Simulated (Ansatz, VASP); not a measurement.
Mg in VASP and in Ansatz

```
CELL_PARAMETERS angstrom
-1.82197 1.82197 1.69807
1.82197 -1.82197 1.69807
1.82197 1.82197 -1.69807
ATOMIC_POSITIONS crystal
Mg 0.00000 0.00000 0.00000
```

Alike in both runs: functional PBEsol; k mesh 16 × 16 × 16; occupations gaussian, width 0.1 eV; no spin polarisation.

Ansatz relaxed the structure, and its values are those at the end. VASP's run is a single point on that final structure, the one shown.

|  | VASP | Ansatz |
| --- | --- | --- |
| version | VASP 6.6.1 | Ansatz 0.2.0 |
| potentials or method | VASP PAW PBE potentials, release 64 (Mg), cutoff 520 eV | scalar-relativistic, plane waves, PAW |
| valence electrons in the cell | 2 | 10 |

```csv
,VASP,Ansatz,Ansatz less VASP
gap on the k mesh at the Fermi level (eV),none,none,-
pressure (GPa),-0.1,0.0,+0.05
```

VASP's potentials were made for PBE, not for PBEsol. A gap of «none» marks a metal or a gap that the smearing closes. With one functional, cell and mesh, what is left measures potentials, basis and numerics. VASP's potentials hold 2 valence electrons a cell and Ansatz's 10, so a difference there can come from the potentials and not from the codes.
